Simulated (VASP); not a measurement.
# CaS (Fm-3m) in VASP: notebook

CaS is run at these levels: PBE; tasks: single point.

All numbers are computed with VASP 6.6.1; they aren't measurements. Logs are shortened: lines on timing, memory, paths and dates and some standing lists are left out, and cuts for length are marked.

## Step 1: The cell of the first run

It takes space group Fm-3m (No. 225, cubic). The conventional cell has a = 5.768 Å, b = 5.768 Å, c = 5.768 Å, α = 90.00°, β = 90.00°, γ = 90.00°. Within 3.8 Å of Ca (site symmetry m-3m) lie 6 S at 2.88 Å. Within 3.8 Å of S (site symmetry m-3m) lie 6 Ca at 2.88 Å.

## Step 2: Single point, PBE

Input file INCAR:

```
PREC = Accurate ; ENCUT = 500
EDIFF = 1E-6 ; ISMEAR = -1
SIGMA = 0.02 ; LREAL = False
LASPH = True ; NELM = 120
ALGO = Normal ; ISIF = 2
LWAVE = False ; LCHARG = False
GGA = PE ; NBANDS = 15
GGA_COMPAT = False
```

Input file KPOINTS:

```
regular mesh
0
Gamma
  8 8 8
```

Input file POSCAR:

```
CaS
1.0
    0.0000000000      2.8840852770      2.8840852770
    2.8840852770      0.0000000000      2.8840852770
    2.8840852770      2.8840852770      0.0000000000
Ca S
1 1
Direct
    0.0000000000      0.0000000000      0.0000000000
    0.5000000000      0.5000000000      0.5000000000
```

Potentials or basis: VASP PAW PBE potentials, release 64 (Ca_sv, S).

The run is started by

```
$ cat potpaw_PBE.64/Ca_sv/POTCAR potpaw_PBE.64/S/POTCAR > POTCAR
$ mpirun -np 1 vasp_std > vasp.out
```

OUTCAR:

```text
PREC = Accurate
   ENCUT = 500
   EDIFF = 1E-6
   ISMEAR = -1
   LREAL = False
   LASPH = True
   NELM = 120
   ISIF = 2
   GGA = PE

 ion  position               nearest neighbor table
   1  0.000  0.000  0.000-   2 2.88   2 2.88   2 2.88   2 2.88   2 2.88   2 2.88
   2  0.500  0.500  0.500-   1 2.88   1 2.88   1 2.88   1 2.88   1 2.88   1 2.88

  LATTYP: Found a face centered cubic cell.
 ALAT       =     5.7681705540

  Lattice vectors:

 A1 = (   0.0000000000,   2.8840852770,   2.8840852770)
 A2 = (   2.8840852770,   0.0000000000,   2.8840852770)
 A3 = (   2.8840852770,   2.8840852770,   0.0000000000)

Analysis of symmetry for initial positions (statically):
=====================================================================
 Subroutine PRICEL returns:
 Original cell was already a primitive cell.

 Routine SETGRP: Setting up the symmetry group for a
 face centered cubic supercell.

 Subroutine GETGRP returns: Found 48 space group operations
 (whereof 48 operations were pure point group operations)
 out of a pool of 48 trial point group operations.

The static configuration has the point symmetry O_h .

Analysis of symmetry for dynamics (positions and initial velocities):
=====================================================================
 Subroutine PRICEL returns:
 Original cell was already a primitive cell.

 Routine SETGRP: Setting up the symmetry group for a
 face centered cubic supercell.

 Subroutine GETGRP returns: Found 48 space group operations
 (whereof 48 operations were pure point group operations)
 out of a pool of 48 trial point group operations.

The dynamic configuration has the point symmetry O_h .

 Subroutine INISYM returns: Found 48 space group operations
 (whereof 48 operations are pure point group operations),
 and found     1 'primitive' translations

----------------------------------------------------------------------------------------

                                     Primitive cell

  volume of cell :      47.9793

  direct lattice vectors                    reciprocal lattice vectors
     0.000000000  2.884085277  2.884085277    -0.173365193  0.173365193  0.173365193
     2.884085277  0.000000000  2.884085277     0.173365193 -0.173365193  0.173365193
     2.884085277  2.884085277  0.000000000     0.173365193  0.173365193 -0.173365193

  length of vectors
     4.078712514  4.078712514  4.078712514     0.300277322  0.300277322  0.300277322

  position of ions in fractional coordinates (direct lattice)
     0.000000000  0.000000000  0.000000000
     0.500000000  0.500000000  0.500000000

  ion indices of the primitive-cell ions
   primitive index   ion index
                 1           1
                 2           2

----------------------------------------------------------------------------------------

 KPOINTS: regular mesh

Automatic generation of k-mesh.
 Grid dimensions read from file:
 generate k-points for:    8    8    8

 Generating k-lattice:

  Cartesian coordinates                     Fractional coordinates (reciprocal lattice)
    -0.021670649  0.021670649  0.021670649     0.125000000  0.000000000  0.000000000
     0.021670649 -0.021670649  0.021670649     0.000000000  0.125000000  0.000000000
     0.021670649  0.021670649 -0.021670649     0.000000000  0.000000000  0.125000000

  Length of vectors
     0.037534665  0.037534665  0.037534665

  Shift w.r.t. Gamma in fractional coordinates (k-lattice)
     0.000000000  0.000000000  0.000000000

 Subroutine IBZKPT returns following result:
 ===========================================

 Found     29 irreducible k-points:

 Following reciprocal coordinates:
            Coordinates               Weight
  0.000000  0.000000  0.000000      1.000000
  0.125000  0.000000  0.000000      8.000000
  0.250000  0.000000  0.000000      8.000000
  0.375000  0.000000  0.000000      8.000000
  0.500000  0.000000  0.000000      4.000000
  0.125000  0.125000  0.000000      6.000000
[... 16 lines left out ...]
  0.500000  0.250000  0.125000     48.000000
 -0.375000  0.250000  0.125000     24.000000
 [... further k-points ...]
   k-points           NKPTS =     29   k-points in BZ     NKDIM =     29   number of bands    NBANDS=     15
   number of dos      NEDOS =    301   number of ions     NIONS =      2
   total plane-waves  NPLWV =  27000
   dimension x,y,z NGX =    30 NGY =   30 NGZ =   30
   dimension x,y,z NGXF=    60 NGYF=   60 NGZF=   60
   ions per type =               1   1
   NGX,Y,Z   is equivalent  to a cutoff of  12.23, 12.23, 12.23 a.u.
   NGXF,Y,Z  is equivalent  to a cutoff of  24.46, 24.46, 24.46 a.u.
 SYSTEM =  unknown system
   PREC   = accura    normal or accurate (medium, high low for compatibility)
   ISTART =      0    job   : 0-new  1-cont  2-samecut
   ICHARG =      2    charge: 1-file 2-atom 10-const
   ISPIN  =      1    spin polarized calculation?
   LNONCOLLINEAR =      F non collinear calculations
   LSORBIT =      F    spin-orbit coupling
   LASPH  =      T    aspherical Exc in radial PAW
   ENCUT  =  500.0 eV  36.75 Ry    6.06 a.u.   7.44  7.44  7.44*2*pi/ulx,y,z
   NELM   =    120;   NELMIN=  2; NELMDL= -5     # of ELM steps
   EDIFF  = 0.1E-05   stopping-criterion for ELM
   LREAL  =      F    real-space projection
   EDIFFG = 0.1E-04   stopping-criterion for IOM
   NSW    =      0    number of steps for IOM
   IBRION =     -1    ionic relax: 0-MD 1-quasi-New 2-CG
   NFREE  =      0    steps in history (QN), initial steepest desc. (CG)
   ISIF   =      2    stress and relaxation
   ISYM   =      2    0-nonsym 1-usesym 2-fastsym
   POTIM  = 0.5000    time-step for ionic-motion
   TEBEG  =    0.0;   TEEND  =   0.0 temperature during run
   PSTRESS=    0.0 pullay stress
   NELECT =      16.0000    total number of electrons
   NUPDOWN=      -1.0000    fix difference up-down
   EMIN   =  10.00;   EMAX   =-10.00  energy-range for DOS
   EFERMI =   0.00;   METHOD = LEGACY
   ISMEAR =    -1;   SIGMA  =   0.02  broadening in eV -4-tet -1-fermi 0-gaus
   EFERMI_NEDOS =   21; number of points for ismear=-14 and -15
   IALGO  =     38    algorithm
   IMIX   =      4    mixing-type and parameters
     AMIX     =   0.40;   BMIX     =  1.00
     AMIX_MAG =   1.60;   BMIX_MAG =  1.00
  volume/ion in A,a.u.               =      23.99       161.89
  Fermi-wavevector in a.u.,A,eV,Ry     =   1.135264  2.145337 17.535509  1.288824
  Thomas-Fermi vector in A             =   2.271968
   LORBIT       =      0    0 simple, 1 ext, 2 COOP (PROOUT), +10 PAW based schemes
   GGA     = PE    functional components
   LHFCALC =     F    Hartree Fock is set to
   AEXX    =    0.0000 exact exchange contribution
   IVDW    =     0    specifies the selected vdW correction
   LEPSILON=     F    determine dielectric tensor
   LRPA    =     F    only Hartree local field effects (RPA)
 non-spin polarized calculation
  energy-cutoff  :      500.00
  volume of cell :       47.98
 maximum number of plane-waves:      1243
 NGX is ok and might be reduce to    30
   NGX = 15   NGY = 15   NGZ = 15

 number of electron      16.0000001 magnetization

 Free energy of the ion-electron system (eV)
  ---------------------------------------------------
  ext. energy  EPLUGINS =         0.00000000
  ---------------------------------------------------
  free energy    TOTEN  =       -10.35951232 eV

  energy without entropy =      -10.35951232  energy(sigma->0) =      -10.35951232

 E-fermi :   2.9135     XC(G=0):  -9.1515

 val. band max:        2.4622734013   @ k =   0.0000   0.0000   0.0000
 cond. band min:       4.9005119112   @ k =   0.5000   0.5000   0.0000
 fundamental gap:      2.4382385099
 Fermi energy:         2.9135151668

 k-point     1 :       0.0000    0.0000    0.0000
  band No.  band energies     occupation
      1     -36.8710      2.00000
      2     -17.8459      2.00000
      3     -17.8459      2.00000
      4     -17.8459      2.00000
      5      -8.7405      2.00000
      6       2.4623      2.00000
      7       2.4623      2.00000
      8       2.4623      2.00000
      9       6.3755      0.00000
     10       6.6276      0.00000
     11       6.6276      0.00000
     12       6.6276      0.00000
     13       7.1886      0.00000
     14       7.1886      0.00000
     15      13.2354      0.00000

 k-point     2 :       0.1250    0.0000    0.0000
  band No.  band energies     occupation
      1     -36.8697      2.00000
      2     -17.8669      2.00000
      3     -17.8476      2.00000
      4     -17.8476      2.00000
      5      -8.6427      2.00000
      6       1.8254      2.00000
      7       2.2544      2.00000
      8       2.2544      2.00000
      9       6.5764      0.00000
     10       6.8442      0.00000
     11       6.8442      0.00000
     12       7.1729      0.00000
     13       7.5698      0.00000
     14       7.5698      0.00000
     15      13.2989      0.00000

 k-point     3 :       0.2500    0.0000    0.0000
  band No.  band energies     occupation
      1     -36.8664      2.00000
      2     -17.9167      2.00000
      3     -17.8517      2.00000
      4     -17.8517      2.00000
      5      -8.3950      2.00000
      6       0.7096      2.00000
      7       1.8408      2.00000
      8       1.8408      2.00000
      9       6.7071      0.00000
     10       7.3933      0.00000
     11       7.3933      0.00000
     12       8.4785      0.00000
     13       8.5231      0.00000
     14       8.5231      0.00000
     15      12.5963      0.00000

 k-point     4 :       0.3750    0.0000    0.0000
  band No.  band energies     occupation
      1     -36.8631      2.00000
      2     -17.9654      2.00000
      3     -17.8557      2.00000
      4     -17.8557      2.00000
      5      -8.1267      2.00000
      6      -0.1684      2.00000
      7       1.5045      2.00000
      8       1.5045      2.00000
      9       7.1230      0.00000
     10       8.1152      0.00000
     11       8.1152      0.00000
     12       8.8687      0.00000
     13       9.6209      0.00000
     14       9.6209      0.00000
     15      12.1547      0.00000
[... 307 lines left out ...]
 k-point    22 :       0.3750    0.2500    0.1250
  band No.  band energies     occupation
      1     -36.8640      2.00000
      2     -17.9248      2.00000
      3     -17.8742      2.00000
      4     -17.8581      2.00000
      5      -8.2736      2.00000
      6       0.4066      2.00000
      7       1.6604      2.00000
      8       1.6645      2.00000
      9       6.2797      0.00000
     10       7.6498      0.00000
     11       8.0925      0.00000
     12       8.2217      0.00000
     13       8.6950      0.00000
     14      10.3318      0.00000
     15      11.8179      0.00000

 k-point    23 :       0.5000    0.2500    0.1250
  band No.  band energies     occupation
      1     -36.8614      2.00000
      2     -17.9493      2.00000
      3     -17.8853      2.00000
      4     -17.8644      2.00000
      5      -8.1048      2.00000
      6       0.0692      2.00000
      7       1.2220      2.00000
      8       1.4470      2.00000
      9       6.7560      0.00000
     10       8.1942      0.00000
     11       8.4884      0.00000
     12       8.6088      0.00000
     13       9.2170      0.00000
     14      10.6286      0.00000
     15      11.0544      0.00000

 k-point    24 :      -0.3750    0.2500    0.1250
  band No.  band energies     occupation
      1     -36.8603      2.00000
      2     -17.9599      2.00000
      3     -17.8880      2.00000
      4     -17.8683      2.00000
      5      -8.0326      2.00000
      6      -0.0560      2.00000
      7       1.0406      2.00000
      8       1.3628      2.00000
      9       7.3852      0.00000
     10       7.6956      0.00000
     11       8.7643      0.00000
     12       9.0401      0.00000
     13       9.3323      0.00000
     14      10.2903      0.00000
     15      11.4723      0.00000

 [... further k-points ...]

------------------------ aborting loop because EDIFF is reached ----------------------------------------

  FORCE on cell =-STRESS in cart. coord.  units (eV):
  Direction    XX          YY          ZZ          XY          YZ          ZX
  --------------------------------------------------------------------------------------
  -------------------------------------------------------------------------------------
  Total       -0.4360029     -0.4360029     -0.4360029      0.0000000      0.0000000     -0.0000000
  in kB      -14.5594720    -14.5594720    -14.5594720      0.0000000      0.0000000     -0.0000000
  external PRESSURE =     -14.5594720 kB  Pullay stress =       0.0000000 kB

 VOLUME and BASIS-vectors are now :
 -----------------------------------------------------------------------------
  energy-cutoff  :      500.00
  volume of cell :       47.98
      direct lattice vectors                 reciprocal lattice vectors
     0.000000000  2.884085277  2.884085277    -0.173365193  0.173365193  0.173365193
     2.884085277  0.000000000  2.884085277     0.173365193 -0.173365193  0.173365193
     2.884085277  2.884085277  0.000000000     0.173365193  0.173365193 -0.173365193

 POSITION                                       TOTAL-FORCE (eV/Angst)
 -----------------------------------------------------------------------------------
      0.00000      0.00000      0.00000         0.000000      0.000000      0.000000
      2.88409      2.88409      2.88409        -0.000000     -0.000000     -0.000000
 -----------------------------------------------------------------------------------
    total drift:                               -0.000000      0.000000      0.000000

  FREE ENERGIE OF THE ION-ELECTRON SYSTEM (eV)
  ---------------------------------------------------
  free  energy   TOTEN  =       -10.3595123201 eV

  energy  without entropy=      -10.3595123201  energy(sigma->0) =      -10.35951232
```

Run time: 8.6 s. Hardware: 1 thread of Intel Xeon 6975P-C (Granite Rapids), shared host; peak memory 0.17 GiB.

What came out:

```
Free energy            : -10.3595 eV
Pressure               : -1.5 GPa
Band gap on the k mesh : 2.44 eV (least direct gap 3.22 eV)
```

A k mesh can miss the band edges.

## Step 3: Single point, PBE (24.69 Å³/atom)

This run uses another cell than the first one, of 24.69 Å³/atom.

Input file INCAR:

```
ALGO = Normal ; EDIFF = 1E-6
ENCUT = 500 ; GGA = PE
GGA_COMPAT = F ; ISIF = 2
ISMEAR = 0 ; LASPH = T
LCHARG = T ; LELF = T
LREAL = F ; LVHAR = T
LWAVE = F ; NBANDS = 15
NELM = 120 ; PREC = Accurate
SIGMA = 0.02
```

Input file KPOINTS:

```
k-points
0
Gamma
  8 8 8
```

Input file POSCAR:

```
CaS
1.0
    0.0000000000      2.9118185675      2.9118185675
    2.9118185675      0.0000000000      2.9118185675
    2.9118185675      2.9118185675      0.0000000000
Ca S
1 1
Direct
    0.0000000000      0.0000000000      0.0000000000
    0.5000000000      0.5000000000      0.5000000000
```

Potentials or basis: VASP PAW PBE potentials, release 64 (Ca_sv, S).

The run is started by

```
$ cat potpaw_PBE.64/Ca_sv/POTCAR potpaw_PBE.64/S/POTCAR > POTCAR
$ mpirun -np 1 vasp_std > vasp.out
```

It took 9 s on 1 thread of Intel Xeon 6975P-C (Granite Rapids), shared host; peak memory 0.17 GiB.

Results (log left out):

```yaml
Free_energy: -10.3412 eV
Pressure: -2.8 GPa
Band_gap_on_the_k_mesh: 2.49 eV (least direct gap 3.25 eV)
```

Levels at points of the mesh, in eV from the valence-band top:
```csv
k point,band 4,band 5,band 6,band 7,band 8,band 9,band 10,band 11,band 12,band 13
"(0.00, 0.00, 0.00)",-20.41,-11.11,0.00,0.00,0.00,3.74,4.16,4.16,4.16,4.70
"(0.50, 0.00, 0.00)",-20.42,-10.44,-2.87,-1.03,-1.03,5.08,5.83,5.98,5.98,7.72
"(0.50, 0.50, 0.00)",-20.45,-10.56,-2.14,-0.76,-0.76,2.49,5.46,5.68,6.45,6.51
```

A k mesh can miss the band edges.

(Continued in part 2 of 2.)
